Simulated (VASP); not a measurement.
Write the native input for VASP 6.6.1 that does the following.

```
Task                   : relaxation of cell and atoms
Functional             : PBEsol
Potentials or basis    : VASP PAW PBE potentials, release 64 (Ti_sv, H)
Cutoff                 : 600 eV
k mesh                 : 16 × 16 × 16
Occupations            : fermi-dirac, width 0.1 eV
Spin                   : no spin polarisation
Dipole correction      : no
Further INCAR settings : ALGO = Normal; EDIFF = 1e-06; IBRION = 2; EDIFFG = -0.02; NSW = 80; ISIF = 3
```

The structure of TiH3 lies in POSCAR:

```
TiH3
1.0
    2.8538055034      0.0000000000      0.0000000000
    0.0000000000      2.8538055034      0.0000000000
    0.0000000000      0.0000000000      2.8538055034
Ti H
1 3
Direct
    0.0000000000      0.0000000000      0.0000000000
    0.0000000000      0.5000000000      0.5000000000
    0.5000000000      0.0000000000      0.5000000000
    0.5000000000      0.5000000000      0.0000000000
```

One way to write it, as run:

INCAR

```
PREC     = Accurate       # precision mode
ENCUT    = 600            # plane-wave cutoff, eV
EDIFF    = 1E-6           # SCF threshold, eV
ISMEAR   = -1             # smearing method
SIGMA    = 0.1            # smearing width, eV
LREAL    = False          # projectors in reciprocal space
LASPH    = True           # aspherical terms in the spheres
NELM     = 100            # most SCF steps
ALGO     = Normal         # electronic algorithm
ISIF     = 3              # what is computed and relaxed
LWAVE    = False          # write WAVECAR
LCHARG   = False          # write CHGCAR
GGA      = PS             # functional
IBRION   = 2              # ionic algorithm
NSW      = 80             # ionic steps
EDIFFG   = -0.02          # ionic threshold
```

KPOINTS

```
regular mesh
0
Gamma
  16 16 16
```

Potentials or basis: VASP PAW PBE potentials, release 64 (Ti_sv, H).

Run with:

```bash
$ cat potpaw_PBE.64/Ti_sv/POTCAR potpaw_PBE.64/H/POTCAR > POTCAR
$ mpirun -np 1 vasp_std > vasp.out
```

Results of the run:

* Pressure after relaxing: 0.0 GPa

Caveat: the relaxation stopped at its first step, so nothing moved; the PAW data sets were made with another functional, which shifts forces and pressure a little.

Run time: 13 s on 1 thread of Intel(R) Xeon(R) 6975P-C (Granite Rapids), with other jobs on the host, peak memory 0.18 GiB.
